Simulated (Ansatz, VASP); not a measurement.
**One calculation of ZrF, two programs**

```
Zr F
1.0
     3.78376    0.00000    0.00000
     0.00000    3.78376    0.00000
     0.00000    0.00000    4.60995
Zr F
2 2
Direct
  0.00000 0.50000 0.00000
  0.50000 0.00000 0.50000
  0.50000 0.50000 0.25000
  0.50000 0.50000 0.75000
```

Alike in both runs: task relaxation of cell and atoms; functional PBE; k mesh 12 × 12 × 10; occupations gaussian, width 0.1 eV; no spin polarisation.

|  | VASP | Ansatz |
| --- | --- | --- |
| version | VASP 6.6.1 | Ansatz 0.2.0 |
| potentials or method | VASP PAW PBE potentials, release 64 (Zr_sv, F), cutoff 600 eV | scalar-relativistic, plane waves, PAW |
| valence electrons in the cell | 38 | 38 |

Ansatz gave:

```
gap on the k mesh at the Fermi level, each at its own relaxed structure (eV) : none
relaxed volume (Å³/atom)                                                     : 16.51
relaxed cell length with the largest relative difference (Å)                 : 3.782
```

Problem. Estimate VASP's values.

Solution. gap on the k mesh at the Fermi level, each at its own relaxed structure (eV): none; relaxed volume (Å³/atom): 16.52; relaxed cell length with the largest relative difference (Å): 3.785.

A gap of «none» marks a metal or a gap that the smearing closes.
